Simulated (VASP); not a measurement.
PtS2: single point with PBE

The system is PtS2.

```
Pt S
1.0
     3.54320    0.00000    0.00000
    -1.77160    3.06850    0.00000
     0.00000    0.00000    5.03880
Pt S
1 2
Direct
  0.00000 0.00000 0.00000
  0.32490 0.68971 0.25000
  0.65823 0.35638 0.75000
```

This cell differs from its parent crystal: all S atoms moved -0.100 Å, as atom 2 along Cartesian [1 -1 0].

| Quantity | Value |
| --- | --- |
| Program | VASP 6.6.1 |
| Task | single point |
| Functional | PBE |
| Potentials or basis | VASP PAW PBE potentials, release 64 (Pt, S) |
| Cutoff | 520 eV |
| k mesh | 12 × 12 × 8 |
| Occupations | gaussian, width 0.05 eV |
| Spin | no spin polarisation |
| Dipole correction | no |
| Further INCAR settings | ALGO = Normal; EDIFF = 1e-06; NBANDS = 18 |

```yaml
Pressure: 2.6 GPa
Largest_force: 1.616 eV/Å
Band_gap_on_the_k_mesh: 0.57 eV (least direct gap 0.81 eV)
```

Forces in eV/Å, atoms in the order of the input:
```
Pt  -1.143  1.143 -0.011
S    0.642 -0.571 -0.273
S    0.501 -0.571  0.283
```

Stress tensor (GPa, compression positive):
```
 3.54 -0.28  0.52
-0.28  3.54  0.00
 0.52  0.00  0.79
```

Levels at points of the mesh, in eV from the valence-band top:
```csv
k point,band 7,band 8,band 9,band 10,band 11,band 12,band 13,band 14,band 15,band 16
"(0.00, 0.00, 0.00)",-3.82,-2.25,-0.99,-0.94,0.00,1.79,1.82,4.61,5.28,8.06
"(0.50, 0.00, 0.00)",-3.48,-3.25,-3.00,-2.96,-2.38,1.31,2.37,5.36,6.49,7.91
"(0.00, 0.50, 0.00)",-3.49,-3.23,-3.00,-2.94,-2.42,1.31,2.41,5.40,6.46,7.92
"(0.50, 0.50, 0.00)",-3.51,-3.23,-2.97,-2.92,-2.45,1.31,2.46,5.43,6.42,7.93
"(0.00, 0.00, 0.50)",-3.86,-2.79,-1.43,-1.30,-1.10,2.42,2.46,5.63,6.94,7.72
"(0.50, 0.00, 0.50)",-3.35,-3.07,-2.88,-2.30,-1.42,1.34,2.09,4.97,5.40,7.45
"(0.00, 0.50, 0.50)",-3.31,-3.08,-2.83,-2.39,-1.42,1.39,2.11,4.97,5.36,7.46
"(0.50, 0.50, 0.50)",-3.28,-3.09,-2.71,-2.53,-1.42,1.44,2.14,4.97,5.32,7.47
```

Wall time 11 min on 1 thread of Intel Xeon 8259CL, on a shared host, peak memory 0.61 GiB.

Caveat: the cell differs from its parent crystal (all S atoms moved -0.100 Å, as atom 2 along Cartesian [1 -1 0]); spin-orbit coupling is left out, which moves the levels of the heavy elements; forces of over 1 eV/Å act on the atoms, so gaps and moduli don't describe the material at rest. A k mesh can miss the band edges.
